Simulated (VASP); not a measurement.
# Ge (P6/mmm) in VASP: notebook

Ge is run at these levels: PBE; tasks: single point, relaxation of cell and atoms.

All numbers are computed with VASP 6.6.1; they aren't measurements. Logs are shortened: lines on timing, memory, paths and dates and some standing lists are left out, and cuts for length are marked.

### Step 1. The cell of the first run

The structure is hexagonal, space group P6/mmm (No. 191). The conventional cell has a = 2.173 Å, b = 2.173 Å, c = 2.038 Å, α = 90.00°, β = 90.00°, γ = 120.00°. Ge (site symmetry 6/mmm) has 8 Ge at 2.04 to 2.17 Å within 2.7 Å.

### Step 2. Single point, PBE

File INCAR:

```
PREC = Accurate
ENCUT = 520
EDIFF = 1E-6
ISMEAR = -1
SIGMA = 0.1
LREAL = False
LASPH = True
NELM = 100
ALGO = Normal
ISIF = 2
LWAVE = False
LCHARG = False
GGA = PE
NBANDS = 13
```

File KPOINTS:

```
Automatic mesh
0
Gamma
  20 20 19
```

File POSCAR:

```
Ge
1.0
    2.1734697745      0.0000000000      0.0000000000
   -1.0867348873      1.8822800391      0.0000000000
    0.0000000000      0.0000000000      2.0379539556
Ge
1
Direct
    0.0000000000      0.0000000000      0.0000000000
```

Potentials or basis: VASP PAW PBE potentials, release 64 (Ge_d).

On the command line:

```console
cat potpaw_PBE.64/Ge_d/POTCAR > POTCAR
mpirun -np 1 vasp_std > vasp.out
```

OUTCAR:

```text
PREC = Accurate
   ENCUT = 520
   EDIFF = 1E-6
   ISMEAR = -1
   LREAL = False
   LASPH = True
   NELM = 100
   ISIF = 2
   GGA = PE

 ion  position               nearest neighbor table
   1  0.000  0.000  0.000-

  LATTYP: Found a hexagonal cell.
 ALAT       =     2.1734697745
 C/A-ratio  =     0.9376500099

  Lattice vectors:

 A1 = (   2.1734697745,   0.0000000000,   0.0000000000)
 A2 = (  -1.0867348873,   1.8822800391,   0.0000000000)
 A3 = (   0.0000000000,   0.0000000000,   2.0379539556)

Analysis of symmetry for initial positions (statically):
=====================================================================
 Subroutine PRICEL returns:
 Original cell was already a primitive cell.

 Routine SETGRP: Setting up the symmetry group for a
 hexagonal supercell.

 Subroutine GETGRP returns: Found 24 space group operations
 (whereof 24 operations were pure point group operations)
 out of a pool of 24 trial point group operations.

The static configuration has the point symmetry D_6h.

Analysis of symmetry for dynamics (positions and initial velocities):
=====================================================================
 Subroutine PRICEL returns:
 Original cell was already a primitive cell.

 Routine SETGRP: Setting up the symmetry group for a
 hexagonal supercell.

 Subroutine GETGRP returns: Found 24 space group operations
 (whereof 24 operations were pure point group operations)
 out of a pool of 24 trial point group operations.

The dynamic configuration has the point symmetry D_6h.

 Subroutine INISYM returns: Found 24 space group operations
 (whereof 24 operations are pure point group operations),
 and found     1 'primitive' translations

----------------------------------------------------------------------------------------

                                     Primitive cell

  volume of cell :       8.3374

  direct lattice vectors                    reciprocal lattice vectors
     2.173469775  0.000000000  0.000000000     0.460093815  0.265635288  0.000000000
    -1.086734887  1.882280039  0.000000000     0.000000000  0.531270576  0.000000000
     0.000000000  0.000000000  2.037953956     0.000000000  0.000000000  0.490688221

  length of vectors
     2.173469775  2.173469775  2.037953956     0.531270576  0.531270576  0.490688221

  position of ions in fractional coordinates (direct lattice)
     0.000000000  0.000000000  0.000000000

  ion indices of the primitive-cell ions
   primitive index   ion index
                 1           1

----------------------------------------------------------------------------------------

 KPOINTS: Automatic mesh

Automatic generation of k-mesh.
 Grid dimensions read from file:
 generate k-points for:   20   20   19

 Generating k-lattice:

  Cartesian coordinates                     Fractional coordinates (reciprocal lattice)
     0.023004691  0.013281764  0.000000000     0.050000000 -0.000000000  0.000000000
     0.000000000  0.026563529  0.000000000     0.000000000  0.050000000  0.000000000
     0.000000000  0.000000000  0.025825696     0.000000000  0.000000000  0.052631579

  Length of vectors
     0.026563529  0.026563529  0.025825696

  Shift w.r.t. Gamma in fractional coordinates (k-lattice)
     0.000000000  0.000000000  0.000000000

 Subroutine IBZKPT returns following result:
 ===========================================

 Found    440 irreducible k-points:

 Following reciprocal coordinates:
            Coordinates               Weight
  0.000000  0.000000  0.000000      1.000000
  0.050000 -0.000000  0.000000      6.000000
  0.100000 -0.000000  0.000000      6.000000
  0.150000  0.000000  0.000000      6.000000
  0.200000 -0.000000  0.000000      6.000000
  0.250000  0.000000  0.000000      6.000000
[... 16 lines left out ...]
  0.200000  0.100000  0.000000     12.000000
  0.250000  0.100000  0.000000     12.000000
 [... further k-points ...]
   k-points           NKPTS =    440   k-points in BZ     NKDIM =    440   number of bands    NBANDS=     13
   number of dos      NEDOS =    301   number of ions     NIONS =      1
   total plane-waves  NPLWV =   4096
   dimension x,y,z NGX =    16 NGY =   16 NGZ =   16
   dimension x,y,z NGXF=    32 NGYF=   32 NGZF=   32
   ions per type =               1
   NGX,Y,Z   is equivalent  to a cutoff of  12.24, 12.24, 13.05 a.u.
   NGXF,Y,Z  is equivalent  to a cutoff of  24.48, 24.48, 26.10 a.u.
 SYSTEM =  unknown system
   PREC   = accura    normal or accurate (medium, high low for compatibility)
   ISTART =      0    job   : 0-new  1-cont  2-samecut
   ICHARG =      2    charge: 1-file 2-atom 10-const
   ISPIN  =      1    spin polarized calculation?
   LNONCOLLINEAR =      F non collinear calculations
   LSORBIT =      F    spin-orbit coupling
   LASPH  =      T    aspherical Exc in radial PAW
   ENCUT  =  520.0 eV  38.22 Ry    6.18 a.u.   4.04  4.04  3.79*2*pi/ulx,y,z
   NELM   =    100;   NELMIN=  2; NELMDL= -5     # of ELM steps
   EDIFF  = 0.1E-05   stopping-criterion for ELM
   LREAL  =      F    real-space projection
   EDIFFG = 0.1E-04   stopping-criterion for IOM
   NSW    =      0    number of steps for IOM
   IBRION =     -1    ionic relax: 0-MD 1-quasi-New 2-CG
   NFREE  =      0    steps in history (QN), initial steepest desc. (CG)
   ISIF   =      2    stress and relaxation
   ISYM   =      2    0-nonsym 1-usesym 2-fastsym
   POTIM  = 0.5000    time-step for ionic-motion
   TEBEG  =    0.0;   TEEND  =   0.0 temperature during run
   PSTRESS=    0.0 pullay stress
   NELECT =      14.0000    total number of electrons
   NUPDOWN=      -1.0000    fix difference up-down
   EMIN   =  10.00;   EMAX   =-10.00  energy-range for DOS
   EFERMI =   0.00;   METHOD = LEGACY
   ISMEAR =    -1;   SIGMA  =   0.10  broadening in eV -4-tet -1-fermi 0-gaus
   EFERMI_NEDOS =   21; number of points for ismear=-14 and -15
   IALGO  =     38    algorithm
   IMIX   =      4    mixing-type and parameters
     AMIX     =   0.40;   BMIX     =  1.00
     AMIX_MAG =   1.60;   BMIX_MAG =  1.00
  volume/ion in A,a.u.               =       8.34        56.26
  Fermi-wavevector in a.u.,A,eV,Ry     =   1.945838  3.677101 51.515564  3.786287
  Thomas-Fermi vector in A             =   2.974454
   LORBIT       =      0    0 simple, 1 ext, 2 COOP (PROOUT), +10 PAW based schemes
   GGA     = PE    functional components
   LHFCALC =     F    Hartree Fock is set to
   AEXX    =    0.0000 exact exchange contribution
   IVDW    =     0    specifies the selected vdW correction
   LEPSILON=     F    determine dielectric tensor
   LRPA    =     F    only Hartree local field effects (RPA)
 non-spin polarized calculation
  energy-cutoff  :      520.00
  volume of cell :        8.34
 maximum number of plane-waves:       234
   NGX =  9   NGY =  9   NGZ =  7

 number of electron      13.9999985 magnetization

 Free energy of the ion-electron system (eV)
  ---------------------------------------------------
  ext. energy  EPLUGINS =         0.00000000
  ---------------------------------------------------
  free energy    TOTEN  =         1.87863248 eV

  energy without entropy =        1.88464694  energy(sigma->0) =        1.88163971

 E-fermi :  20.4428     XC(G=0): -16.0779

 val. band max:       20.4160978534   @ k =   0.3500   0.2000   0.2632
 cond. band min:      20.4784203298   @ k =   0.0500  -0.0000   0.2105
 fundamental gap:      0.0623224764
 Fermi energy:        20.4428000041

 k-point     1 :       0.0000    0.0000    0.0000
  band No.  band energies     occupation
      1      -7.9895      2.00000
      2      -7.0116      2.00000
      3      -7.0116      2.00000
      4      -5.9567      2.00000
      5      -5.9567      2.00000
      6      -3.4897      2.00000
      7      31.6346      0.00000
      8      35.3256      0.00000
      9      37.5190      0.00000
     10      37.5190      0.00000
     11      37.8824      0.00000
     12      41.0836      0.00000
     13      41.0836      0.00000

 k-point     2 :       0.0500   -0.0000    0.0000
  band No.  band energies     occupation
      1      -7.9758      2.00000
      2      -7.0232      2.00000
      3      -6.9868      2.00000
      4      -5.9695      2.00000
      5      -5.9594      2.00000
      6      -3.3796      2.00000
      7      31.7664      0.00000
      8      34.5841      0.00000
      9      36.0435      0.00000
     10      36.5403      0.00000
     11      37.7719      0.00000
     12      42.2207      0.00000
     13      43.1938      0.00000

 k-point     3 :       0.1000   -0.0000    0.0000
  band No.  band energies     occupation
      1      -7.9377      2.00000
      2      -7.0581      2.00000
      3      -6.9145      2.00000
      4      -6.0064      2.00000
      5      -5.9673      2.00000
      6      -3.0459      2.00000
      7      31.6443      0.00000
      8      32.1597      0.00000
      9      34.8595      0.00000
     10      35.1881      0.00000
     11      37.9755      0.00000
     12      44.3742      0.00000
     13      46.0951      0.00000
[... 305 lines left out ...]
 k-point    23 :       0.2000    0.1000    0.0000
  band No.  band energies     occupation
      1      -7.7367      2.00000
      2      -7.2381      2.00000
      3      -6.5199      2.00000
      4      -6.2243      2.00000
      5      -6.0296      2.00000
      6      -0.2780      2.00000
      7      22.0510      0.00000
      8      26.0450      0.00000
      9      35.2091      0.00000
     10      37.2468      0.00000
     11      40.0341      0.00000
     12      47.7639      0.00000
     13      56.7642      0.00000

 k-point    24 :       0.2500    0.1000    0.0000
  band No.  band energies     occupation
      1      -7.7007      2.00000
      2      -7.2841      2.00000
      3      -6.3844      2.00000
      4      -6.2926      2.00000
      5      -6.0507      2.00000
      6       1.0005      2.00000
      7      19.0102      2.00000
      8      25.0663      0.00000
      9      36.5522      0.00000
     10      37.1012      0.00000
     11      40.3346      0.00000
     12      50.1486      0.00000
     13      54.1798      0.00000

 [... further k-points ...]
[... 5 lines left out ...]
  --------------------------------------------------------------------------------------
  -------------------------------------------------------------------------------------
  Total       20.4127503     20.4127503     20.5098322     -0.0000000      0.0000000     -0.0000000
  in kB     3922.6530324   3922.6530325   3941.3089648     -0.0000001      0.0000000     -0.0000000
  external PRESSURE =    3928.8716766 kB  Pullay stress =       0.0000000 kB

 VOLUME and BASIS-vectors are now :
 -----------------------------------------------------------------------------
  energy-cutoff  :      520.00
  volume of cell :        8.34
      direct lattice vectors                 reciprocal lattice vectors
     2.173469775  0.000000000  0.000000000     0.460093815  0.265635288  0.000000000
    -1.086734887  1.882280039  0.000000000     0.000000000  0.531270576  0.000000000
     0.000000000  0.000000000  2.037953956     0.000000000  0.000000000  0.490688221

 POSITION                                       TOTAL-FORCE (eV/Angst)
 -----------------------------------------------------------------------------------
      0.00000      0.00000      0.00000         0.000000      0.000000      0.000000
 -----------------------------------------------------------------------------------
    total drift:                                0.000000     -0.000000      0.000000

  FREE ENERGIE OF THE ION-ELECTRON SYSTEM (eV)
  ---------------------------------------------------
  free  energy   TOTEN  =         1.8786324755 eV

  energy  without entropy=        1.8846469432  energy(sigma->0) =        1.88163971
```

It took 8.7 s on 1 thread of Intel Xeon 6975P-C (Granite Rapids), shared host; peak memory 0.15 GiB.

What came out:

* Free energy: 1.8786 eV
* Pressure: 392.9 GPa
* Band gap on the k mesh: zero (band 7 reaches 32.03 eV, above the bottom of band 8 at 13.45 eV)

Stress tensor (GPa, compression positive):
```
392.27   0.00   0.00
  0.00 392.27   0.00
  0.00   0.00 394.13
```

### Step 3. Single point, PBE

File INCAR:

```
SYSTEM = Ge
ALGO = Normal
EDIFF = 1E-6
ENCUT = 520
GGA = PE
ISIF = 2
ISMEAR = -1
LASPH = .TRUE.
LCHARG = .TRUE.
LELF = .TRUE.
LREAL = .FALSE.
LVHAR = .TRUE.
LWAVE = .FALSE.
NBANDS = 13
NELM = 100
PREC = Accurate
SIGMA = 0.1
```

File KPOINTS:

```
k-points
0
G
  20 20 19
  0 0 0
```

File POSCAR:

```
Ge
1.0
    2.1732750189      0.0000000000      0.0000000000
   -1.0866375094      1.8821113758      0.0000000000
    0.0000000000      0.0000000000      2.0372970494
Ge
1
Direct
    0.0000000000      0.0000000000      0.0000000000
```

Potentials or basis: VASP PAW PBE potentials, release 64 (Ge_d).

On the command line:

```console
cat potpaw_PBE.64/Ge_d/POTCAR > POTCAR
mpirun -np 1 vasp_std > vasp.out
```

OUTCAR:

```text
SYSTEM = Ge
   EDIFF = 1E-6
   ENCUT = 520
   GGA = PE
   ISIF = 2
   ISMEAR = -1
   LASPH = .TRUE.
   LREAL = .FALSE.
   NELM = 100
   PREC = Accurate

 ion  position               nearest neighbor table
   1  0.000  0.000  0.000-

  LATTYP: Found a hexagonal cell.
 ALAT       =     2.1732750189
 C/A-ratio  =     0.9374317708

  Lattice vectors:

 A1 = (   2.1732750189,   0.0000000000,   0.0000000000)
 A2 = (  -1.0866375094,   1.8821113758,   0.0000000000)
 A3 = (   0.0000000000,   0.0000000000,   2.0372970494)

Analysis of symmetry for initial positions (statically):
=====================================================================
 Subroutine PRICEL returns:
 Original cell was already a primitive cell.

 Routine SETGRP: Setting up the symmetry group for a
 hexagonal supercell.

 Subroutine GETGRP returns: Found 24 space group operations
 (whereof 24 operations were pure point group operations)
 out of a pool of 24 trial point group operations.

The static configuration has the point symmetry D_6h.

Analysis of symmetry for dynamics (positions and initial velocities):
=====================================================================
 Subroutine PRICEL returns:
 Original cell was already a primitive cell.

 Routine SETGRP: Setting up the symmetry group for a
 hexagonal supercell.

 Subroutine GETGRP returns: Found 24 space group operations
 (whereof 24 operations were pure point group operations)
 out of a pool of 24 trial point group operations.

The dynamic configuration has the point symmetry D_6h.

 Subroutine INISYM returns: Found 24 space group operations
 (whereof 24 operations are pure point group operations),
 and found     1 'primitive' translations

----------------------------------------------------------------------------------------

                                     Primitive cell

  volume of cell :       8.3332

[... 105 lines left out ...]
     AMIX     =   0.40;   BMIX     =  1.00
     AMIX_MAG =   1.60;   BMIX_MAG =  1.00
  volume/ion in A,a.u.               =       8.33        56.24
  Fermi-wavevector in a.u.,A,eV,Ry     =   1.946164  3.677716 51.532794  3.787554
  Thomas-Fermi vector in A             =   2.974703
   LORBIT       =      0    0 simple, 1 ext, 2 COOP (PROOUT), +10 PAW based schemes
   GGA     = PE    functional components
   LHFCALC =     F    Hartree Fock is set to
   AEXX    =    0.0000 exact exchange contribution
   IVDW    =     0    specifies the selected vdW correction
   LEPSILON=     F    determine dielectric tensor
   LRPA    =     F    only Hartree local field effects (RPA)
 non-spin polarized calculation
  energy-cutoff  :      520.00
  volume of cell :        8.33
 maximum number of plane-waves:       234
   NGX =  9   NGY =  9   NGZ =  7

 number of electron      13.9999985 magnetization

 Free energy of the ion-electron system (eV)
  ---------------------------------------------------
  ext. energy  EPLUGINS =         0.00000000
  ---------------------------------------------------
  free energy    TOTEN  =         1.88891601 eV

  energy without entropy =        1.89493481  energy(sigma->0) =        1.89192541

 E-fermi :  20.4549     XC(G=0): -16.0814

 val. band max:       20.4258426538   @ k =   0.3500   0.2000   0.2632
 cond. band min:      20.4972414165   @ k =   0.0500   0.0000   0.2105
 fundamental gap:      0.0713987628
 Fermi energy:        20.4549488267

 k-point     1 :       0.0000    0.0000    0.0000
  band No.  band energies     occupation
      1      -7.9827      2.00000
      2      -7.0028      2.00000
      3      -7.0028      2.00000
      4      -5.9469      2.00000
      5      -5.9469      2.00000
      6      -3.4866      2.00000
      7      31.6611      0.00000
      8      35.3500      0.00000
      9      37.5298      0.00000
     10      37.5298      0.00000
     11      37.8910      0.00000
     12      41.0950      0.00000
     13      41.0950      0.00000
[... 354 lines left out ...]
  band No.  band energies     occupation
      1      -7.6938      2.00000
      2      -7.2760      2.00000
      3      -6.3754      2.00000
      4      -6.2829      2.00000
      5      -6.0409      2.00000
      6       1.0049      2.00000
      7      19.0184      2.00000
      8      25.0753      0.00000
      9      36.5800      0.00000
     10      37.1166      0.00000
     11      40.3545      0.00000
     12      50.1629      0.00000
     13      54.2095      0.00000

 [... further k-points ...]
[... 5 lines left out ...]
  --------------------------------------------------------------------------------------
  -------------------------------------------------------------------------------------
  Total       20.4293506     20.4293506     20.5546288      0.0000000      0.0000000     -0.0000000
  in kB     3927.8127976   3927.8127977   3951.8991863      0.0000001      0.0000000     -0.0000000
  external PRESSURE =    3935.8415939 kB  Pullay stress =       0.0000000 kB

 VOLUME and BASIS-vectors are now :
 -----------------------------------------------------------------------------
  energy-cutoff  :      520.00
  volume of cell :        8.33
      direct lattice vectors                 reciprocal lattice vectors
     2.173275019  0.000000000  0.000000000     0.460135046  0.265659092  0.000000000
    -1.086637509  1.882111376  0.000000000     0.000000000  0.531318185  0.000000000
     0.000000000  0.000000000  2.037297049     0.000000000  0.000000000  0.490846438

 POSITION                                       TOTAL-FORCE (eV/Angst)
 -----------------------------------------------------------------------------------
      0.00000      0.00000      0.00000         0.000000      0.000000      0.000000
 -----------------------------------------------------------------------------------
    total drift:                                0.000000      0.000000      0.000000

  FREE ENERGIE OF THE ION-ELECTRON SYSTEM (eV)
  ---------------------------------------------------
  free  energy   TOTEN  =         1.8889160121 eV

  energy  without entropy=        1.8949348089  energy(sigma->0) =        1.89192541
```

OSZICAR:

```text
N       E                     dE             d eps       ncg     rms          rms(c)
DAV:   1     0.571279506064E+02    0.57128E+02   -0.62062E+03 13778   0.350E+03
DAV:   2     0.371803480563E+01   -0.53410E+02   -0.50475E+02 12255   0.377E+02
DAV:   3     0.161435171082E+01   -0.21037E+01   -0.20959E+01 13042   0.527E+01
DAV:   4     0.160434021339E+01   -0.10011E-01   -0.10011E-01 12793   0.349E+00
DAV:   5     0.160430791242E+01   -0.32301E-04   -0.32302E-04 12988   0.201E-01    0.582E+00
DAV:   6     0.176541754198E+01    0.16111E+00   -0.12580E-02 13190   0.194E+00    0.331E+00
DAV:   7     0.188893599379E+01    0.12352E+00   -0.50517E-02 12358   0.295E+00    0.401E-01
DAV:   8     0.188865609542E+01   -0.27990E-03   -0.14564E-03 14553   0.136E+00    0.178E-01
DAV:   9     0.188889410336E+01    0.23801E-03   -0.32299E-04 15004   0.522E-01    0.201E-02
DAV:  10     0.188891593826E+01    0.21835E-04   -0.18094E-05 18305   0.134E-01    0.312E-03
DAV:  11     0.188891601210E+01    0.73842E-07   -0.58212E-07  9498   0.206E-02
   1 F= 0.18889160E+01 E0= 0.18919254E+01  d E =-.601880E-02
```

Wall time 8.9 s (1 thread of Intel Xeon 6975P-C (Granite Rapids), shared host); peak memory 0.15 GiB.

What came out:

| Property | Result |
| --- | --- |
| Free energy | 1.8889 eV |
| Pressure | 393.6 GPa |
| Band gap on the k mesh | zero (band 7 reaches 32.06 eV, above the bottom of band 8 at 13.46 eV) |

Levels at points of the mesh, in eV from the Fermi level:
```csv
k point,band 5,band 6,band 7,band 8,band 9,band 10
"(0.00, 0.00, 0.00)",-26.40,-23.94,11.21,14.90,17.07,17.07
"(0.50, 0.00, 0.00)",-26.39,-13.51,-11.21,6.60,11.83,21.32
```

(Continued in part 2 of 2.)
